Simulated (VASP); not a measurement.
Write the native input for VASP 6.6.1 that does the following.

| Item | Value |
| --- | --- |
| Task | single point |
| Functional | LDA |
| Potentials or basis | VASP PAW LDA potentials, release 64 (Au, Ag) |
| Cutoff | 520 eV |
| k mesh | 4 × 4 × 4 |
| Occupations | fermi-dirac, width 0.1 eV |
| Spin | no spin polarisation |
| Dipole correction | no |
| Further INCAR settings | ALGO = Normal; EDIFF = 1e-07; NBANDS = 30 |

The structure of Ag3Au lies in POSCAR:

```
Ag3Au
1.0
    4.0062684534      0.0000000000      0.0000000000
    0.0000000000      4.0062684534      0.0000000000
    0.0000000000      0.0000000000      4.0062684534
Au Ag
1 3
Direct
    0.0000000000      0.0000000000      0.0000000000
    0.0000000000      0.5000000000      0.5000000000
    0.5000000000      0.0000000000      0.5000000000
    0.5000000000      0.5000000000      0.0000000000
```

One way to write it, as run:

INCAR

```
PREC     = Accurate       # precision mode
ENCUT    = 520            # plane-wave cutoff, eV
EDIFF    = 1E-7           # SCF threshold, eV
ISMEAR   = -1             # smearing method
SIGMA    = 0.1            # smearing width, eV
LREAL    = F              # projectors in reciprocal space
LASPH    = T              # aspherical terms in the spheres
NELM     = 80             # most SCF steps
ALGO     = Normal         # electronic algorithm
ISIF     = 2              # what is computed and relaxed
LWAVE    = F              # write WAVECAR
LCHARG   = T              # write CHGCAR
LELF     = T              # ELF
LVHAR    = T            
NBANDS   = 30             # bands
```

KPOINTS

```
Automatic mesh
0
Gamma
  4 4 4
```

Potentials or basis: VASP PAW LDA potentials, release 64 (Au, Ag).

The run is started by

```sh
$ cat potpaw_LDA.64/Au/POTCAR potpaw_LDA.64/Ag/POTCAR > POTCAR
$ mpirun -np 1 vasp_std > vasp.out
```

It gave:

| Quantity | Value |
| --- | --- |
| Pressure | 0.3 GPa |
| Band gap on the k mesh | zero (bands 22 and 23 overlap by 2.11 eV) |

Caveat: the k points lie up to 0.39 Å⁻¹ apart, too coarse for converged energies and pressures of a metal; spin-orbit coupling is left out, which moves the levels of the heavy elements.

Wall time 20 s on 1 thread of Intel Xeon 8259CL (shared host), peak memory 0.16 GiB.
